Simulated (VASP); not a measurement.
Input of a VASP 6.6.1 run:

Contents of INCAR:

```
PREC = Accurate ; ENCUT = 520
EDIFF = 1E-6 ; ISMEAR = 1
SIGMA = 0.1 ; LREAL = False
LASPH = True ; NELM = 80
ALGO = Normal ; ISIF = 2
LWAVE = False ; LCHARG = True
GGA = PS ; LELF = True
LVHAR = True ; NBANDS = 28
```

The input KPOINTS:

```
regular mesh
0
Gamma
  5 5 5
```

File POSCAR:

```
RbBa3
1.0
    7.3272600000      0.0000000000      0.0000000000
    3.6636300000      6.3455933001      0.0000000000
    3.6636300000      2.1151977667      5.9826827376
Rb Ba
1 3
Direct
    0.0000000000      0.0000000000      0.0000000000
    0.2500000000      0.2500000000      0.2500000000
    0.7500000000      0.7500000000      0.7500000000
    0.5000000000      0.5000000000      0.5000000000
```

Potentials or basis: VASP PAW PBE potentials, release 64 (Rb_sv, Ba_sv).

Run with:

```sh
$ cat potpaw_PBE.64/Rb_sv/POTCAR potpaw_PBE.64/Ba_sv/POTCAR > POTCAR
$ mpirun -np 1 vasp_std > vasp.out
```

(1) Predict the pressure.

Answers

(1) -0.5 GPa.

Caveat: the PAW data sets were made with another functional, which shifts forces and pressure a little.
